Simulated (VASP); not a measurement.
Input of a VASP 6.6.1 run:

INCAR

```
ALGO = Normal
EDIFF = 1E-6
ENCUT = 520
GGA = PE
ISIF = 2
ISMEAR = 0
LASPH = T
LCHARG = T
LELF = T
LREAL = F
LVHAR = T
LWAVE = F
NBANDS = 16
NELM = 80
PREC = Accurate
SIGMA = 0.05
```

KPOINTS

```
k-points
0
Gamma
  10 10 10
```

The input POSCAR:

```
CdSe
1.0
    0.0000000000      2.9629072121      2.9629072121
    2.9629072121      0.0000000000      2.9629072121
    2.8850815160      2.8850815160      0.0778256961
Cd Se
1 1
Direct
    0.0000000000      0.0000000000      0.0000000000
    0.7500000000      0.7500000000      0.7500000000
```

Potentials or basis: VASP PAW PBE potentials, release 64 (Cd, Se).

The run is started by

```sh
$ cat potpaw_PBE.64/Cd/POTCAR potpaw_PBE.64/Se/POTCAR > POTCAR
$ mpirun -np 1 vasp_std > vasp.out
```

Predict the band gap on the k mesh.

0.77 eV.

What does it give for the pressure?

12.5 GPa.

Predict the largest force.

0.634 eV/Å.

Stress tensor (GPa, compression positive):
```
12.47  2.15 -2.15
 2.15 12.47 -2.15
-2.15 -2.15 12.47
```

Caveat: the cell stands under pressure.
